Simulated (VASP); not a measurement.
# Re (P6_3/mmc) in VASP: a series of runs

Runs on Re. Level: PBE. Tasks: single point, relaxation of cell and atoms.

All numbers are computed with VASP 6.6.1; they aren't measurements. Logs are shortened: lines on timing, memory, paths and dates and some standing lists are left out, and cuts for length are marked.

### 1 The cell of the first run

Symmetry: P6_3/mmc, No. 194, hexagonal system. The conventional cell has a = 2.770 Å, b = 2.770 Å, c = 4.476 Å, α = 90.00°, β = 90.00°, γ = 120.00°. Re (site symmetry -6m2) has 12 Re at 2.75 to 2.77 Å within 3.6 Å.

### 2 Single point, PBE

File INCAR:

```
SYSTEM = Re
PREC = Accurate ; ENCUT = 520
EDIFF = 1E-6 ; ISMEAR = -1
SIGMA = 0.05 ; LREAL = .FALSE.
LASPH = .TRUE. ; NELM = 100
ALGO = Normal ; ISIF = 2
LWAVE = .FALSE. ; LCHARG = .FALSE.
GGA = PE ; NBANDS = 14
```

File KPOINTS:

```
Automatic mesh
0
G
  11 11 6
  0 0 0
```

File POSCAR:

```
Re
1.0
    2.7697207751      0.0000000000      0.0000000000
   -1.3848603876      2.3986485526      0.0000000000
    0.0000000000      0.0000000000      4.4763839900
Re
2
Direct
    0.6666666667      0.3333333333      0.7500000000
    0.3333333333      0.6666666667      0.2500000000
```

Potentials or basis: VASP PAW PBE potentials, release 64 (Re).

Run with:

```
$ cat potpaw_PBE.64/Re/POTCAR > POTCAR
$ mpirun -np 1 vasp_std > vasp.out
```

OUTCAR:

```text
SYSTEM = Re
   PREC = Accurate
   ENCUT = 520
   EDIFF = 1E-6
   ISMEAR = -1
   LREAL = .FALSE.
   LASPH = .TRUE.
   NELM = 100
   ISIF = 2
   GGA = PE

 ion  position               nearest neighbor table
   1  0.667  0.333  0.750-   2 2.75   2 2.75   2 2.75   2 2.75   2 2.75   2 2.75
   2  0.333  0.667  0.250-   1 2.75   1 2.75   1 2.75   1 2.75   1 2.75   1 2.75

  LATTYP: Found a hexagonal cell.
 ALAT       =     2.7697207751
 C/A-ratio  =     1.6161860178

  Lattice vectors:

 A1 = (   2.7697207751,   0.0000000000,   0.0000000000)
 A2 = (  -1.3848603876,   2.3986485526,   0.0000000000)
 A3 = (   0.0000000000,   0.0000000000,   4.4763839900)

Analysis of symmetry for initial positions (statically):
=====================================================================
 Subroutine PRICEL returns:
 Original cell was already a primitive cell.

 Routine SETGRP: Setting up the symmetry group for a
 hexagonal supercell.

 Subroutine GETGRP returns: Found 24 space group operations
 (whereof 12 operations were pure point group operations)
 out of a pool of 24 trial point group operations.

The static configuration has the point symmetry D_3d.
 The point group associated with its full space group is D_6h.

Analysis of symmetry for dynamics (positions and initial velocities):
=====================================================================
 Subroutine PRICEL returns:
 Original cell was already a primitive cell.

 Routine SETGRP: Setting up the symmetry group for a
 hexagonal supercell.

 Subroutine GETGRP returns: Found 24 space group operations
 (whereof 12 operations were pure point group operations)
 out of a pool of 24 trial point group operations.

The dynamic configuration has the point symmetry D_3d.
 The point group associated with its full space group is D_6h.

 Subroutine INISYM returns: Found 24 space group operations
 (whereof 12 operations are pure point group operations),
 and found     1 'primitive' translations

----------------------------------------------------------------------------------------

                                     Primitive cell

  volume of cell :      29.7392

  direct lattice vectors                    reciprocal lattice vectors
     2.769720775  0.000000000  0.000000000     0.361047225  0.208450713  0.000000000
    -1.384860388  2.398648553  0.000000000     0.000000000  0.416901425  0.000000000
     0.000000000  0.000000000  4.476383990     0.000000000  0.000000000  0.223394598

  length of vectors
     2.769720775  2.769720775  4.476383990     0.416901425  0.416901425  0.223394598

  position of ions in fractional coordinates (direct lattice)
     0.666666667  0.333333333  0.750000000
     0.333333333  0.666666667  0.250000000

  ion indices of the primitive-cell ions
   primitive index   ion index
                 1           1
                 2           2

----------------------------------------------------------------------------------------

 KPOINTS: Automatic mesh

Automatic generation of k-mesh.
 Grid dimensions read from file:
 generate k-points for:   11   11    6

 Generating k-lattice:

  Cartesian coordinates                     Fractional coordinates (reciprocal lattice)
     0.032822475  0.018950065  0.000000000     0.090909091 -0.000000000  0.000000000
     0.000000000  0.037900130  0.000000000     0.000000000  0.090909091  0.000000000
     0.000000000  0.000000000  0.037232433     0.000000000  0.000000000  0.166666667

  Length of vectors
     0.037900130  0.037900130  0.037232433

  Shift w.r.t. Gamma in fractional coordinates (k-lattice)
     0.000000000  0.000000000  0.000000000

 Subroutine IBZKPT returns following result:
 ===========================================

 Found     64 irreducible k-points:

 Following reciprocal coordinates:
            Coordinates               Weight
  0.000000  0.000000  0.000000      1.000000
  0.090909  0.000000  0.000000      6.000000
  0.181818  0.000000  0.000000      6.000000
  0.272727  0.000000  0.000000      6.000000
  0.363636  0.000000  0.000000      6.000000
  0.454545  0.000000  0.000000      6.000000
[... 16 lines left out ...]
  0.090909  0.090909  0.166667     12.000000
  0.181818  0.090909  0.166667     24.000000
 [... further k-points ...]
   k-points           NKPTS =     64   k-points in BZ     NKDIM =     64   number of bands    NBANDS=     14
   number of dos      NEDOS =    301   number of ions     NIONS =      2
   total plane-waves  NPLWV =  20736
   dimension x,y,z NGX =    24 NGY =   24 NGZ =   36
   dimension x,y,z NGXF=    48 NGYF=   48 NGZF=   72
   ions per type =               2
   NGX,Y,Z   is equivalent  to a cutoff of  14.41, 14.41, 13.37 a.u.
   NGXF,Y,Z  is equivalent  to a cutoff of  28.81, 28.81, 26.74 a.u.
 SYSTEM =  Re
   PREC   = accura    normal or accurate (medium, high low for compatibility)
   ISTART =      0    job   : 0-new  1-cont  2-samecut
   ICHARG =      2    charge: 1-file 2-atom 10-const
[... 72 lines left out ...]
     10       8.3422      0.00002
     11      11.0701      0.00000
     12      11.0701      0.00000
     13      17.6228      0.00000
     14      21.8943      0.00000

 k-point     2 :       0.0909    0.0000    0.0000
  band No.  band energies     occupation
      1      -1.7061      2.00000
      2       1.5181      2.00000
      3       5.5780      2.00000
      4       6.5105      2.00000
      5       6.6804      2.00000
      6       6.8415      2.00000
      7       7.1345      1.99999
      8       7.3133      1.99975
      9       7.7020      1.54464
     10       7.8859      0.15809
     11      11.2334      0.00000
     12      12.3645      0.00000
     13      17.5946      0.00000
     14      22.6171      0.00000

 k-point     3 :       0.1818    0.0000    0.0000
  band No.  band energies     occupation
      1      -0.7892      2.00000
      2       2.2524      2.00000
      3       4.9189      2.00000
      4       5.5190      2.00000
      5       6.2382      2.00000
      6       7.1531      1.99999
      7       7.3959      1.99871
      8       7.4696      1.99437
      9       7.5120      1.98690
     10       8.1416      0.00103
     11      11.5525      0.00000
     12      14.5399      0.00000
     13      17.3859      0.00000
     14      23.9812      0.00000

 k-point     4 :       0.2727    0.0000    0.0000
  band No.  band energies     occupation
      1       0.4403      2.00000
      2       2.6033      2.00000
      3       4.1359      2.00000
      4       4.8496      2.00000
      5       6.0121      2.00000
      6       6.5760      2.00000
      7       7.0048      2.00000
      8       8.6872      0.00000
      9       8.7574      0.00000
     10       9.3914      0.00000
     11      11.8193      0.00000
     12      16.7635      0.00000
     13      16.9910      0.00000
     14      21.9935      0.00000

 k-point     5 :       0.3636    0.0000    0.0000
  band No.  band energies     occupation
      1       1.4541      2.00000
      2       2.2751      2.00000
      3       3.1548      2.00000
      4       5.2779      2.00000
      5       6.1283      2.00000
      6       6.6174      2.00000
      7       6.6266      2.00000
      8      10.3378      0.00000
      9      10.4475      0.00000
     10      10.8208      0.00000
     11      11.9754      0.00000
[... 276 lines left out ...]
 k-point    22 :       0.4545    0.0000    0.1667
  band No.  band energies     occupation
      1       1.4809      2.00000
      2       2.0219      2.00000
      3       3.3869      2.00000
      4       4.5407      2.00000
      5       6.1537      2.00000
      6       7.0059      2.00000
      7       7.8912      0.14331
      8      11.1329      0.00000
      9      11.6032      0.00000
     10      12.0852      0.00000
     11      12.4637      0.00000
     12      15.0268      0.00000
     13      17.4863      0.00000
     14      19.5545      0.00000

 k-point    23 :       0.0909    0.0909    0.1667
  band No.  band energies     occupation
      1      -0.7846      2.00000
      2       2.1120      2.00000
      3       5.0875      2.00000
      4       5.2925      2.00000
      5       6.2142      2.00000
      6       6.7233      2.00000
      7       6.9316      2.00000
      8       7.5045      1.98871
      9       8.2299      0.00018
     10       8.2710      0.00008
     11      11.3246      0.00000
     12      13.0806      0.00000
     13      18.8766      0.00000
     14      23.2747      0.00000

 k-point    24 :       0.1818    0.0909    0.1667
  band No.  band energies     occupation
      1       0.2595      2.00000
      2       2.8980      2.00000
      3       4.2399      2.00000
      4       4.5892      2.00000
      5       5.8414      2.00000
      6       6.5172      2.00000
      7       7.1188      1.99999
      8       8.0505      0.00636
      9       8.7556      0.00000
     10       9.1369      0.00000
     11      11.4556      0.00000
     12      14.4693      0.00000
     13      18.8073      0.00000
     14      23.5597      0.00000

 [... further k-points ...]

------------------------ aborting loop because EDIFF is reached ----------------------------------------

  FORCE on cell =-STRESS in cart. coord.  units (eV):
  Direction    XX          YY          ZZ          XY          YZ          ZX
  --------------------------------------------------------------------------------------
  -------------------------------------------------------------------------------------
  Total        0.2895193      0.2895193      0.2575009     -0.0000000      0.0000000      0.0000000
  in kB       15.5976135     15.5976135     13.8726509     -0.0000000      0.0000000      0.0000000
  external PRESSURE =      15.0226260 kB  Pullay stress =       0.0000000 kB

 VOLUME and BASIS-vectors are now :
 -----------------------------------------------------------------------------
  energy-cutoff  :      520.00
  volume of cell :       29.74
      direct lattice vectors                 reciprocal lattice vectors
     2.769720775  0.000000000  0.000000000     0.361047225  0.208450713  0.000000000
    -1.384860388  2.398648553  0.000000000     0.000000000  0.416901425  0.000000000
     0.000000000  0.000000000  4.476383990     0.000000000  0.000000000  0.223394598

 POSITION                                       TOTAL-FORCE (eV/Angst)
 -----------------------------------------------------------------------------------
      1.38486      0.79955      3.35729        -0.000000      0.000000      0.000000
     -0.00000      1.59910      1.11910         0.000000     -0.000000      0.000000
 -----------------------------------------------------------------------------------
    total drift:                               -0.000000      0.000000     -0.000000

  FREE ENERGIE OF THE ION-ELECTRON SYSTEM (eV)
  ---------------------------------------------------
  free  energy   TOTEN  =       -24.8532082508 eV

  energy  without entropy=      -24.8388181374  energy(sigma->0) =      -24.84601319
```

It took 11 s on 1 thread of Intel Xeon 6975P-C (Granite Rapids), shared host; peak memory 0.16 GiB.

Results:

* Free energy: -24.8532 eV
* Pressure: 1.5 GPa
* Band gap on the k mesh: zero (band 7 reaches 9.07 eV, above the bottom of band 8 at 6.08 eV)

Stress tensor (GPa, compression positive):
```
1.56 0.00 0.00
0.00 1.56 0.00
0.00 0.00 1.39
```

Caveat: spin-orbit coupling is left out, which moves the levels of the heavy elements.

### 3 Relaxation of cell and atoms, PBE

This run uses another cell than the first one, of 14.71 Å³/atom, 0.990 times its volume.

File INCAR:

```
ALGO = Normal
EDIFF = 1E-7
EDIFFG = -0.01
ENCUT = 600
GGA = PE
IBRION = 2
ISIF = 3
ISMEAR = -1
LASPH = True
LCHARG = False
LREAL = False
LWAVE = False
NELM = 60
NSW = 60
PREC = Accurate
SIGMA = 0.05
```

File KPOINTS:

```
k-points
0
Gamma
  11 11 6
```

File POSCAR:

```
Re
1.0
    2.7608000000      0.0000000000      0.0000000000
   -1.3804000000      2.3909229348      0.0000000000
    0.0000000000      0.0000000000      4.4582000000
Re
2
Direct
    0.6666666667      0.3333333333      0.7500000000
    0.3333333333      0.6666666667      0.2500000000
```

Potentials or basis: VASP PAW PBE potentials, release 64 (Re).

Run with:

```
$ cat potpaw_PBE.64/Re/POTCAR > POTCAR
$ mpirun -np 1 vasp_std > vasp.out
```

Run time: 28 s. Hardware: 1 thread of Intel Xeon 6975P-C (Granite Rapids), shared host; peak memory 0.17 GiB.

It converged, with:

| Quantity | Value |
| --- | --- |
| Free energy | -24.8560 eV |
| Relaxed volume | 14.93 Å³/atom |
| Relaxed cell | a = 2.774 Å, b = 2.774 Å, c = 4.481 Å, α = 90.00°, β = 90.00°, γ = 120.00° |
| Space group after relaxing (to 0.05 Å) | P6_3/mmc (No. 194) |
| Energy gained by relaxing | 3.8 meV/atom |
| Ionic steps | 4 |
| Pressure after relaxing | 0.0 GPa |
| Band gap on the k mesh | zero (band 7 reaches 9.01 eV, above the bottom of band 8 at 6.04 eV) |

Stress tensor (GPa, compression positive):
```
-0.04  0.00  0.00
 0.00 -0.04  0.00
 0.00  0.00  0.07
```

The path:
| step | energy change (eV) | largest force (eV/Å) | pressure (GPa) | volume (Å³) |
| --- | --- | --- | --- | --- |
| 1 | 0.0000 | 0.0000 | 5.70 | 29.43 |
| 2 | 0.1110 | 0.0000 | -19.45 | 31.71 |
| 3 | -0.0077 | 0.0000 | -0.14 | 29.88 |
| 4 | -0.0077 | 0.0000 | 0.00 | 29.87 |

Final structure:
```xyz
2
Lattice="2.7743 0.0000 0.0000 -1.3872 2.4026 0.0000 0.0000 0.0000 4.4808" Properties=species:S:1:pos:R:3 pbc="T T T"
Re    1.3872    0.8009    3.3606
Re    0.0000    1.6018    1.1202
```

Levels at points of the mesh, in eV from the Fermi level:
| k point | band 3 | band 4 | band 5 | band 6 | band 7 | band 8 | band 9 | band 10 | band 11 |
| --- | --- | --- | --- | --- | --- | --- | --- | --- | --- |
| (0.00, 0.00, 0.00) | -1.55 | -1.55 | -1.55 | -0.73 | -0.73 | 0.18 | 0.18 | 0.58 | 3.29 |
| (0.00, 0.00, 0.50) | -2.35 | -2.35 | -1.67 | -1.67 | -1.67 | -1.67 | 2.48 | 2.48 | 2.48 |

Caveat: spin-orbit coupling is left out, which moves the levels of the heavy elements.

### 4 Relaxation of cell and atoms, PBE, target pressure 2 GPa, at which the enthalpy is minimised

This run uses another cell than the first one, of 14.71 Å³/atom, 0.990 times its volume.

File INCAR:

```
PREC = Accurate
ENCUT = 600
EDIFF = 1E-6
ISMEAR = -1
SIGMA = 0.05
LREAL = False
LASPH = True
NELM = 80
ALGO = Normal
ISIF = 3
LWAVE = False
LCHARG = False
GGA = PE
IBRION = 2
NSW = 60
EDIFFG = -0.01
PSTRESS = 20.0
```

File KPOINTS:

```
Automatic mesh
0
Gamma
  11 11 6
```

POSCAR is that of step 3.

Run with:

```
$ cat potpaw_PBE.64/Re/POTCAR > POTCAR
$ mpirun -np 1 vasp_std > vasp.out
```

Wall time 20 s (1 thread of Intel Xeon 6975P-C (Granite Rapids), shared host); peak memory 0.17 GiB.

The run converged. Its results:

- Free energy: -24.8550 eV
- Relaxed volume: 14.86 Å³/atom
- Relaxed cell: a = 2.770 Å, b = 2.770 Å, c = 4.473 Å, α = 90.00°, β = 90.00°, γ = 120.00°
- Space group after relaxing (to 0.05 Å): P6_3/mmc (No. 194)
- Energy change on relaxing (the enthalpy is what falls): -3.4 meV/atom
- Ionic steps: 3
- Pressure after relaxing: 1.9 GPa
- Band gap on the k mesh: zero (band 7 reaches 9.09 eV, above the bottom of band 8 at 6.08 eV)

Stress tensor (GPa, compression positive):
```
1.90 0.00 0.00
0.00 1.90 0.00
0.00 0.00 2.01
```

The path:
| step | energy change (eV) | largest force (eV/Å) | pressure (GPa) | volume (Å³) |
| --- | --- | --- | --- | --- |
| 1 | 0.0000 | 0.0000 | 5.71 | 29.43 |
| 2 | 0.0317 | 0.0000 | -11.73 | 30.90 |
| 3 | -0.0067 | 0.0000 | 1.94 | 29.71 |

Final structure:
```yaml
crystal:
  lattice:
    - [2.76954, 0.00000, 0.00000]
    - [-1.38477, 2.39849, 0.00000]
    - [0.00000, 0.00000, 4.47303]
  atoms:
    - { symbol: Re, position: [0.66667, 0.33333, 0.75000] }
    - { symbol: Re, position: [0.33333, 0.66667, 0.25000] }
```

Levels at points of the mesh, in eV from the Fermi level:
| k point | band 5 | band 6 | band 7 | band 8 | band 9 | band 10 |
| --- | --- | --- | --- | --- | --- | --- |
| (0.00, 0.00, 0.00) | -1.56 | -0.74 | -0.74 | 0.18 | 0.18 | 0.59 |
| (0.00, 0.00, 0.50) | -1.69 | -1.69 | -1.69 | -1.69 | 2.50 | 2.50 |

Caveat: the cell is relaxed towards a set pressure, so the enthalpy falls and the energy may rise; spin-orbit coupling is left out, which moves the levels of the heavy elements. Zero-point motion and thermal expansion aren't in these numbers.

### 5 Relaxation of cell and atoms, PBE, target pressure 5 GPa, at which the enthalpy is minimised

This run uses another cell than the first one, of 14.71 Å³/atom, 0.990 times its volume.

File INCAR:

```
PREC = Accurate
ENCUT = 600
EDIFF = 1E-6
ISMEAR = -1
SIGMA = 0.05
LREAL = F
LASPH = T
NELM = 60
ALGO = Fast
ISIF = 3
LWAVE = F
LCHARG = F
GGA = PE
IBRION = 2
NSW = 60
EDIFFG = -0.01
PSTRESS = 50.0
```

KPOINTS is that of step 4.

POSCAR is that of step 4.

Run with:

```
$ cat potpaw_PBE.64/Re/POTCAR > POTCAR
$ mpirun -np 1 vasp_std > vasp.out
```

Run time: 22 s. Hardware: 1 thread of Intel Xeon 6975P-C (Granite Rapids), shared host; peak memory 0.17 GiB.

The run converged. Its results:

```yaml
Free_energy: -24.8500 eV
Relaxed_volume: 14.74 Å³/atom
Relaxed_cell: a = 2.762 Å, b = 2.762 Å, c = 4.461 Å, α = 90.00°, β = 90.00°, γ = 120.00°
Space_group_after_relaxing_to_0.05_Å: P6_3/mmc (No. 194)
Energy_change_on_relaxing_the_enthalpy_is_what_falls: -0.9 meV/atom
Ionic_steps: 3
Pressure_after_relaxing: 4.9 GPa
Band_gap_on_the_k_mesh: zero (band 7 reaches 9.21 eV, above the bottom of band 8 at 6.16 eV)
```

Stress tensor (GPa, compression positive):
```
4.90 0.00 0.00
0.00 4.90 0.00
0.00 0.00 5.02
```

Step by step:
| step | energy change (eV) | largest force (eV/Å) | pressure (GPa) | volume (Å³) |
| --- | --- | --- | --- | --- |
| 1 | 0.0000 | 0.0000 | 5.69 | 29.43 |
| 2 | -0.0066 | 0.0000 | 2.13 | 29.70 |
| 3 | -0.0017 | 0.0000 | 4.94 | 29.48 |

Final structure:
```xyz
2
Lattice="2.7622 0.0000 0.0000 -1.3811 2.3922 0.0000 0.0000 0.0000 4.4613" Properties=species:S:1:pos:R:3 pbc="T T T"
Re    1.3811    0.7974    3.3460
Re    0.0000    1.5948    1.1153
```

Levels at points of the mesh, in eV from the Fermi level:
```tsv
k point	band 3	band 4	band 5	band 6	band 7	band 8	band 9	band 10	band 11
(0.00, 0.00, 0.00)	-1.58	-1.58	-1.58	-0.75	-0.75	0.18	0.18	0.60	3.35
(0.00, 0.00, 0.50)	-2.39	-2.39	-1.71	-1.71	-1.71	-1.71	2.53	2.53	2.53
```

Caveat: the cell is relaxed towards a set pressure, so the enthalpy falls and the energy may rise; spin-orbit coupling is left out, which moves the levels of the heavy elements.

### 6 Summary

| task | cell | cutoff (eV) | gap on the mesh (eV) | pressure (GPa) |
| --- | --- | --- | --- | --- |
| single point | a = 2.770, b = 2.770, c = 4.476 Å, angles 90.0, 90.0, 120.0°, 2 atoms | 520 | none | 1.5 |
| relaxation of cell and atoms | relaxed from a = 2.761, b = 2.761, c = 4.458 Å, angles 90.0, 90.0, 120.0°, 2 atoms | 600 | none | 0.0 |
| relaxation of cell and atoms | relaxed to 2 GPa from a = 2.761, b = 2.761, c = 4.458 Å, angles 90.0, 90.0, 120.0°, 2 atoms | 600 | none | 1.9 |
| relaxation of cell and atoms | relaxed to 5 GPa from a = 2.761, b = 2.761, c = 4.458 Å, angles 90.0, 90.0, 120.0°, 2 atoms | 600 | none | 4.9 |

Alike in all rows: level PBE; potentials or basis VASP PAW PBE potentials, release 64 (Re); no spin polarisation; k mesh 11 × 11 × 6; smearing fermi-dirac 0.05 eV.

Caveats: spin-orbit coupling is left out, which moves the levels of the heavy elements; the cell is relaxed towards a set pressure, so the enthalpy falls and the energy may rise (some runs).

Absolute energies hang on the potentials; compare differences alone.
